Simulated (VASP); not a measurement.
**Tc3Sn: single point with PBE**

Crystal: Tc3Sn.

```
Tc Sn
1.0
     0.00000    3.17220    3.17220
     3.17220    0.00000    3.17220
     3.17220    3.17220    0.00000
Tc Sn
3 1
Direct
  0.25000 0.25000 0.25000
  0.75000 0.75000 0.75000
  0.50000 0.50000 0.50000
  0.00000 0.00000 0.00000
```

* Program: VASP 6.6.1
* Task: single point
* Functional: PBE
* Potentials or basis: VASP PAW PBE potentials, release 64 (Tc_pv, Sn_d)
* Cutoff: 520 eV
* k mesh: 6 × 6 × 6
* Occupations: methfessel-paxton, width 0.3 eV
* Spin: no spin polarisation
* Dipole correction: no
* Further INCAR settings: ALGO = Normal; EDIFF = 1e-07; NBANDS = 34

| Quantity | Value |
| --- | --- |
| Pressure | -2.0 GPa |

Levels at points of the mesh, in eV from the Fermi level:
| k point | band 23 | band 24 | band 25 | band 26 | band 27 | band 28 | band 29 | band 30 |
| --- | --- | --- | --- | --- | --- | --- | --- | --- |
| (0.00, 0.00, 0.00) | -2.56 | 0.69 | 0.69 | 0.69 | 0.70 | 0.70 | 1.43 | 1.43 |
| (0.50, 0.00, 0.00) | -1.93 | -1.10 | -1.10 | -0.86 | 0.52 | 0.52 | 0.71 | 0.71 |
| (0.50, 0.50, 0.00) | -2.47 | -1.55 | -0.54 | -0.54 | -0.03 | 0.15 | 0.47 | 1.33 |

It took 49 s on 1 thread of AMD EPYC 7R13 Processor (Zen 3) (shared host), peak memory 0.18 GiB.

Caveat: spin-orbit coupling is left out, which moves the levels of the heavy elements.
